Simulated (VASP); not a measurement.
# CuO in VASP: a series of runs

Runs on CuO. Level: PBE. Tasks: single point.

Everything below comes from runs of VASP 6.6.1. Logs are shortened: lines on timing, memory, paths and dates and some standing lists are left out, and cuts for length are marked.

## (1) The cell of the first run

The typed cell holds 4 atoms: a = 2.947 Å, b = 2.947 Å, c = 5.159 Å, α = 90.00°, β = 90.00°, γ = 89.96°.

## (2) Single point, PBE

INCAR reads:

```
SYSTEM = CuO
ALGO = Normal
EDIFF = 1E-6
ENCUT = 520
GGA = PE
ISIF = 2
ISMEAR = -1
LASPH = .True.
LCHARG = .True.
LELF = .True.
LREAL = .False.
LVHAR = .True.
LWAVE = .False.
NBANDS = 25
NELM = 100
PREC = Accurate
SIGMA = 0.15
```

KPOINTS reads:

```
k-points
0
Gamma
  14 14 8
  0 0 0
```

POSCAR reads:

```
CuO
1.0
    2.0778435365     -2.0830313338      0.1659522508
    2.0778435365      2.0830313338      0.1659522508
   -0.4107490480      0.0000000000      5.1426196738
Cu O
2 2
Direct
   -0.0057500000      0.4942500000      0.0018500000
    0.4942500000     -0.0057500000      0.5018500000
    0.4942507663      0.4942492337      0.2518500000
    0.4942492337      0.4942507663      0.7518500000
```

Potentials or basis: VASP PAW PBE potentials, release 64 (Cu, O).

On the command line:

```
cat potpaw_PBE.64/Cu/POTCAR potpaw_PBE.64/O/POTCAR > POTCAR
mpirun -np 1 vasp_std > vasp.out
```

OUTCAR:

```text
SYSTEM = CuO
   EDIFF = 1E-6
   ENCUT = 520
   GGA = PE
   ISIF = 2
   ISMEAR = -1
   LASPH = .True.
   LREAL = .False.
   NELM = 100
   PREC = Accurate

 ion  position               nearest neighbor table
   1  0.994  0.494  0.002-   3 1.96   4 1.96   4 1.96   3 1.96
   2  0.494  0.994  0.502-   4 1.96   3 1.96   4 1.96   3 1.96
   3  0.494  0.494  0.252-   2 1.96   1 1.96   2 1.96   1 1.96
   4  0.494  0.494  0.752-   1 1.96   2 1.96   2 1.96   1 1.96

  LATTYP: Found a base centered orthorhombic cell.
 ALAT       =     4.1660626676
 B/A-ratio  =     1.0006859076
 C/A-ratio  =     1.2383388322

  Lattice vectors:

 A1 = (  -2.0778435365,  -2.0830313338,  -0.1659522508)
 A2 = (   2.0778435365,  -2.0830313338,   0.1659522508)
 A3 = (  -0.4107490480,   0.0000000000,   5.1426196738)

Analysis of symmetry for initial positions (statically):
=====================================================================
 Subroutine PRICEL returns:
 Original cell was already a primitive cell.

 Routine SETGRP: Setting up the symmetry group for a
 base centered orthorhombic supercell.

 Subroutine GETGRP returns: Found  8 space group operations
 (whereof  1 operations were pure point group operations)
 out of a pool of  8 trial point group operations.

The static configuration has the point symmetry C_1 .
 The point group associated with its full space group is D_2h.

Analysis of symmetry for dynamics (positions and initial velocities):
=====================================================================
 Subroutine PRICEL returns:
 Original cell was already a primitive cell.

 Routine SETGRP: Setting up the symmetry group for a
 base centered orthorhombic supercell.

 Subroutine GETGRP returns: Found  8 space group operations
 (whereof  1 operations were pure point group operations)
 out of a pool of  8 trial point group operations.

The dynamic configuration has the point symmetry C_1 .
 The point group associated with its full space group is D_2h.

 Subroutine INISYM returns: Found  8 space group operations
 (whereof  1 operations are pure point group operations),
 and found     1 'primitive' translations

----------------------------------------------------------------------------------------

                                     Primitive cell

  volume of cell :      44.8007

  direct lattice vectors                    reciprocal lattice vectors
     2.077843537 -2.083031334  0.165952251     0.239108786 -0.240034795  0.019097991
     2.077843537  2.083031334  0.165952251     0.239108786  0.240034795  0.019097991
    -0.410749048  0.000000000  5.142619674    -0.015432073  0.000000000  0.193220840

  length of vectors
     2.946861627  2.946861627  5.158997179     0.339344144  0.339344144  0.193836121

  position of ions in fractional coordinates (direct lattice)
     0.994250000  0.494250000  0.001850000
     0.494250000  0.994250000  0.501850000
     0.494250766  0.494249234  0.251850000
     0.494249234  0.494250766  0.751850000

  ion indices of the primitive-cell ions
   primitive index   ion index
                 1           1
                 2           2
                 3           3
                 4           4

----------------------------------------------------------------------------------------

 KPOINTS: k-points

Automatic generation of k-mesh.
 Grid dimensions read from file:
 generate k-points for:   14   14    8

 Generating k-lattice:

  Cartesian coordinates                     Fractional coordinates (reciprocal lattice)
     0.017079199 -0.017145343  0.001364142     0.071428571 -0.000000000 -0.000000000
     0.017079199  0.017145343  0.001364142    -0.000000000  0.071428571 -0.000000000
    -0.001929009  0.000000000  0.024152605     0.000000000  0.000000000  0.125000000

  Length of vectors
     0.024238867  0.024238867  0.024229515

  Shift w.r.t. Gamma in fractional coordinates (k-lattice)
     0.000000000  0.000000000  0.000000000

 Subroutine IBZKPT returns following result:
 ===========================================

 Found    285 irreducible k-points:

 Following reciprocal coordinates:
            Coordinates               Weight
  0.000000  0.000000  0.000000      1.000000
  0.071429  0.000000 -0.000000      4.000000
  0.142857  0.000000 -0.000000      4.000000
  0.214286 -0.000000 -0.000000      4.000000
  0.285714 -0.000000  0.000000      4.000000
  0.357143  0.000000 -0.000000      4.000000
[... 16 lines left out ...]
  0.214286  0.142857  0.000000      4.000000
  0.285714  0.142857 -0.000000      4.000000
 [... further k-points ...]
   k-points           NKPTS =    285   k-points in BZ     NKDIM =    285   number of bands    NBANDS=     25
   number of dos      NEDOS =    301   number of ions     NIONS =      4
   total plane-waves  NPLWV =  23040
   dimension x,y,z NGX =    24 NGY =   24 NGZ =   40
   dimension x,y,z NGXF=    48 NGYF=   48 NGZF=   80
   ions per type =               2   2
   NGX,Y,Z   is equivalent  to a cutoff of  13.54, 13.54, 12.89 a.u.
   NGXF,Y,Z  is equivalent  to a cutoff of  27.08, 27.08, 25.78 a.u.
 SYSTEM =  CuO
   PREC   = accura    normal or accurate (medium, high low for compatibility)
   ISTART =      0    job   : 0-new  1-cont  2-samecut
   ICHARG =      2    charge: 1-file 2-atom 10-const
   ISPIN  =      1    spin polarized calculation?
   LNONCOLLINEAR =      F non collinear calculations
   LSORBIT =      F    spin-orbit coupling
   LASPH  =      T    aspherical Exc in radial PAW
   ENCUT  =  520.0 eV  38.22 Ry    6.18 a.u.   5.48  5.48  9.59*2*pi/ulx,y,z
   NELM   =    100;   NELMIN=  2; NELMDL= -5     # of ELM steps
   EDIFF  = 0.1E-05   stopping-criterion for ELM
   LREAL  =      F    real-space projection
   EDIFFG = 0.1E-04   stopping-criterion for IOM
   NSW    =      0    number of steps for IOM
   IBRION =     -1    ionic relax: 0-MD 1-quasi-New 2-CG
   NFREE  =      0    steps in history (QN), initial steepest desc. (CG)
   ISIF   =      2    stress and relaxation
   ISYM   =      2    0-nonsym 1-usesym 2-fastsym
   POTIM  = 0.5000    time-step for ionic-motion
   TEBEG  =    0.0;   TEEND  =   0.0 temperature during run
   PSTRESS=    0.0 pullay stress
   NELECT =      34.0000    total number of electrons
   NUPDOWN=      -1.0000    fix difference up-down
   EMIN   =  10.00;   EMAX   =-10.00  energy-range for DOS
   EFERMI =   0.00;   METHOD = LEGACY
   ISMEAR =    -1;   SIGMA  =   0.15  broadening in eV -4-tet -1-fermi 0-gaus
   EFERMI_NEDOS =   21; number of points for ismear=-14 and -15
   IALGO  =     38    algorithm
   IMIX   =      4    mixing-type and parameters
     AMIX     =   0.40;   BMIX     =  1.00
     AMIX_MAG =   1.60;   BMIX_MAG =  1.00
  volume/ion in A,a.u.               =      11.20        75.58
  Fermi-wavevector in a.u.,A,eV,Ry     =   1.493274  2.821879 30.339196  2.229868
  Thomas-Fermi vector in A             =   2.605696
   LORBIT       =      0    0 simple, 1 ext, 2 COOP (PROOUT), +10 PAW based schemes
   GGA     = PE    functional components
[... 5 lines left out ...]
 non-spin polarized calculation
  energy-cutoff  :      520.00
  volume of cell :       44.80
 maximum number of plane-waves:      1236
 NGX is ok and might be reduce to    24

 number of electron      33.9999995 magnetization

 Free energy of the ion-electron system (eV)
  ---------------------------------------------------
  ext. energy  EPLUGINS =         0.00000000
  ---------------------------------------------------
  free energy    TOTEN  =       -19.81545256 eV

  energy without entropy =      -19.64679038  energy(sigma->0) =      -19.73112147

 E-fermi :   4.7619     XC(G=0): -11.2559

 val. band max:        4.7547636255   @ k =   0.1429   0.0714   0.2500
 cond. band min:       4.7644576568   @ k =  -0.4286   0.0714   0.1250
 fundamental gap:      0.0096940312
 Fermi energy:         4.7618696909

 k-point     1 :       0.0000    0.0000    0.0000
  band No.  band energies     occupation
      1     -14.9333      2.00000
      2     -13.6463      2.00000
      3      -3.2326      2.00000
      4      -0.5921      2.00000
      5      -0.5907      2.00000
      6       1.0759      2.00000
[... 17 lines left out ...]
     24      19.1798      0.00000
     25      19.4883      0.00000

 k-point     2 :       0.0714    0.0000   -0.0000
  band No.  band energies     occupation
      1     -14.9072      2.00000
      2     -13.6383      2.00000
      3      -3.1860      2.00000
      4      -0.6159      2.00000
      5      -0.5781      2.00000
      6       0.7756      2.00000
[... 17 lines left out ...]
     24      19.2637      0.00000
     25      19.5206      0.00000

 k-point     3 :       0.1429    0.0000   -0.0000
  band No.  band energies     occupation
      1     -14.8327      2.00000
      2     -13.6159      2.00000
      3      -3.0526      2.00000
      4      -0.6755      2.00000
      5      -0.5403      2.00000
      6       0.1478      2.00000
[... 17 lines left out ...]
     24      19.4762      0.00000
     25      19.5571      0.00000

 k-point     4 :       0.2143   -0.0000   -0.0000
  band No.  band energies     occupation
      1     -14.7217      2.00000
      2     -13.5832      2.00000
      3      -2.8517      2.00000
      4      -0.7384      2.00000
      5      -0.5534      2.00000
      6      -0.4846      2.00000
[... 17 lines left out ...]
     24      19.4355      0.00000
     25      19.6502      0.00000
[... 477 lines left out ...]
 k-point    22 :       0.1429    0.1429   -0.0000
  band No.  band energies     occupation
      1     -14.7336      2.00000
      2     -13.5870      2.00000
      3      -2.8716      2.00000
      4      -0.6591      2.00000
      5      -0.5788      2.00000
      6       0.0305      2.00000
[... 17 lines left out ...]
     24      17.5855      0.00000
     25      19.7694      0.00000

 k-point    23 :       0.2143    0.1429    0.0000
  band No.  band energies     occupation
      1     -14.6246      2.00000
      2     -13.5561      2.00000
      3      -2.6690      2.00000
      4      -0.6972      2.00000
      5      -0.5345      2.00000
      6      -0.5286      2.00000
[... 17 lines left out ...]
     24      17.3206      0.00000
     25      19.7937      0.00000

 k-point    24 :       0.2857    0.1429   -0.0000
  band No.  band energies     occupation
      1     -14.4990      2.00000
      2     -13.5215      2.00000
      3      -2.4309      2.00000
      4      -1.1507      2.00000
      5      -0.7158      2.00000
      6      -0.4723      2.00000
[... 17 lines left out ...]
     24      17.5945      0.00000
     25      19.4738      0.00000

 [... further k-points ...]

------------------------ aborting loop because EDIFF is reached ----------------------------------------

  FORCE on cell =-STRESS in cart. coord.  units (eV):
  Direction    XX          YY          ZZ          XY          YZ          ZX
  --------------------------------------------------------------------------------------
  -------------------------------------------------------------------------------------
  Total        0.1577909      0.1595901      0.2684495      0.0000000      0.0000000     -0.0088959
  in kB        5.6429714      5.7073139      9.6003805      0.0000000      0.0000000     -0.3181365
  external PRESSURE =       6.9835553 kB  Pullay stress =       0.0000000 kB

 VOLUME and BASIS-vectors are now :
 -----------------------------------------------------------------------------
  energy-cutoff  :      520.00
  volume of cell :       44.80
      direct lattice vectors                 reciprocal lattice vectors
     2.077843537 -2.083031334  0.165952251     0.239108786 -0.240034795  0.019097991
     2.077843537  2.083031334  0.165952251     0.239108786  0.240034795  0.019097991
    -0.410749048  0.000000000  5.142619674    -0.015432073  0.000000000  0.193220840

 POSITION                                       TOTAL-FORCE (eV/Angst)
 -----------------------------------------------------------------------------------
      3.09211     -1.04152      0.25653        -0.000000      0.000000      0.000000
      2.88674      1.04152      2.82784        -0.000000      0.000000      0.000000
      1.95050     -0.00000      1.45921         0.000000      0.000000      0.000000
      1.74513      0.00000      4.03052        -0.000000     -0.000000     -0.000000
 -----------------------------------------------------------------------------------
    total drift:                                0.000344     -0.000000     -0.000357

  FREE ENERGIE OF THE ION-ELECTRON SYSTEM (eV)
  ---------------------------------------------------
  free  energy   TOTEN  =       -19.8154525564 eV

  energy  without entropy=      -19.6467903778  energy(sigma->0) =      -19.73112147
```

It took 2.3 min on 1 thread of Intel Xeon 6975P-C (Granite Rapids), shared host; peak memory 0.36 GiB.

Results:

```yaml
Free_energy: -19.8155 eV
Pressure: 0.7 GPa
Band_gap_on_the_k_mesh: zero (bands 17 and 18 overlap by 1.19 eV)
```

Stress tensor (GPa, compression positive):
```
 0.56  0.00 -0.03
 0.00  0.57  0.00
-0.03  0.00  0.96
```

Levels at points of the mesh, in eV from the Fermi level:
```tsv
k point	band 13	band 14	band 15	band 16	band 17	band 18	band 19	band 20	band 21	band 22
(0.00, 0.00, 0.00)	-2.39	-2.37	-2.28	-1.91	0.66	0.67	1.38	6.09	7.25	13.17
(0.50, 0.00, 0.00)	-2.28	-1.88	-1.58	-1.49	0.21	0.46	3.74	5.83	6.42	10.89
(0.50, 0.50, 0.00)	-2.35	-2.35	-1.62	-1.21	-1.21	1.11	2.18	7.19	9.77	9.78
(0.00, 0.00, 0.50)	-2.27	-2.27	-1.54	-1.54	0.11	0.11	3.45	3.45	11.59	11.59
(0.50, 0.00, 0.50)	-2.38	-2.34	-2.02	-1.83	-0.19	0.67	4.34	5.84	8.26	8.63
(0.50, 0.50, 0.50)	-1.89	-1.89	-1.42	-1.42	-0.52	-0.52	4.02	4.02	10.37	10.37
```

Caveat: semilocal functionals often make such compounds metallic where correlation or magnetic order opens a gap, which also shifts bond lengths.

## (3) Single point, PBE

This run uses another cell than the first one, of the same volume but with other edges.

INCAR reads:

```
SYSTEM = CuO
PREC = Accurate
ENCUT = 520
EDIFF = 1E-6
ISMEAR = 0
SIGMA = 0.1
LREAL = .False.
LASPH = .True.
NELM = 80
ALGO = Normal
ISIF = 2
LWAVE = .False.
LCHARG = .True.
GGA = PE
LELF = .True.
LVHAR = .True.
NBANDS = 25
ISYM = 0
```

KPOINTS reads:

```
Automatic mesh
0
Gamma
  13 6 13
  0 0 0
```

POSCAR reads:

```
CuO
1.0
    2.9486966760      0.0000000000      0.0000000000
   -2.9355750982      5.9356294329      0.0000000000
   -0.0129800027     -1.4648925324      2.5590493304
Cu O
2 2
Direct
    1.0076000000      0.0018500000      0.4961000000
    0.0076000000      0.5018500000      0.4961000000
    0.7575884497      0.2518500000      0.7460884497
    0.2576115503      0.7518500000      0.2461115503
```

Potentials or basis: VASP PAW PBE potentials, release 64 (Cu, O).

On the command line:

```
cat potpaw_PBE.64/Cu/POTCAR potpaw_PBE.64/O/POTCAR > POTCAR
mpirun -np 1 vasp_std > vasp.out
```

Wall time 3.4 min (1 thread of Intel Xeon 6975P-C (Granite Rapids), shared host); peak memory 0.55 GiB.

It converged, with:

- Free energy: -19.7371 eV
- Pressure: 0.7 GPa
- Band gap on the k mesh: zero (bands 17 and 18 overlap by 1.17 eV)

Stress tensor (GPa, compression positive):
```
 0.53 -0.02  0.02
-0.02  0.86  0.17
 0.02  0.17  0.64
```

Levels at points of the mesh, in eV from the Fermi level:
```
           k point  band 13  band 14  band 15  band 16  band 17  band 18  band 19  band 20  band 21  band 22
(0.00, 0.00, 0.00)    -2.39    -2.37    -2.28    -1.90     0.65     0.66     1.38     6.08     7.25    13.14
(0.00, 0.50, 0.00)    -2.26    -2.26    -1.55    -1.55     0.10     0.10     3.44     3.44    11.60    11.60
```

Caveat: semilocal functionals often make such compounds metallic where correlation or magnetic order opens a gap, which also shifts bond lengths.
